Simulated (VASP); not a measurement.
# La3AlBi: single point with LDA

Crystal: La3AlBi.

```xyz
5
Lattice="5.9685 0.0000 0.0000 0.0000 5.9685 0.0000 0.0000 0.0000 5.9685" Properties=species:S:1:pos:R:3 pbc="T T T"
Al    0.0000    0.0000    0.0000
Bi    2.9842    2.9842    2.9842
La    2.9842    2.9842    0.0000
La    0.0000    2.9842    2.9842
La    2.9842    0.0000    2.9842
```

* Program: VASP 6.6.1
* Task: single point
* Functional: LDA
* Potentials or basis: VASP PAW LDA potentials, release 64 (Al, Bi_d, La)
* Cutoff: 520 eV
* k mesh: 5 × 5 × 5
* Occupations: gaussian, width 0.05 eV
* Spin: no spin polarisation

- Pressure: -0.5 GPa
- Band gap on the k mesh: zero (an odd number of electrons rules out a gap without spin polarisation)

Levels at points of the mesh, in eV from the Fermi level:
```tsv
k point	band 24	band 25	band 26	band 27	band 28	band 29
(0.00, 0.00, 0.00)	-0.52	-0.52	-0.25	-0.25	0.72	0.72
```

Wall time 2.7 min on 1 thread of Oxide Virtual Turin-like Processor (shared host), peak memory 0.25 GiB.

Caveat: spin-orbit coupling is left out, which moves the levels of the heavy elements.
